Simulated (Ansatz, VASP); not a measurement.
**One calculation of AlNi, two programs**

```
Al Ni
1.0
     3.03774    0.00000    0.00000
     0.00000    3.03774    0.00000
     0.00000    0.00000    2.82076
Al Ni
1 1
Direct
  0.00000 0.00000 0.00000
  0.50000 0.50000 0.50000
```

Change from the starting cell: strain +0.050 along x and y, -0.025 along z, atoms carried along.

Alike in both runs: task single point; functional PBE; k mesh 20 × 20 × 20; occupations gaussian, width 0.15 eV; no spin polarisation.

|  | VASP | Ansatz |
| --- | --- | --- |
| version | VASP 6.6.1 | Ansatz 0.2.0 |
| potentials or method | VASP PAW PBE potentials, release 64 (Al, Ni), cutoff 520 eV | scalar-relativistic, plane waves, PAW |
| valence electrons in the cell | 13 | 21 |

```tsv
	VASP	Ansatz	Ansatz less VASP
gap on the k mesh at the Fermi level (eV)	none	none	-
pressure (GPa)	-9.6	-9.5	+0.11
traceless stress, the component that is largest in VASP (GPa)	3.57	3.49	-0.075
```

A gap of «none» marks a metal or a gap that the smearing closes. VASP's potentials hold 13 valence electrons a cell and Ansatz's 21, so a difference there can come from the potentials and not from the codes.
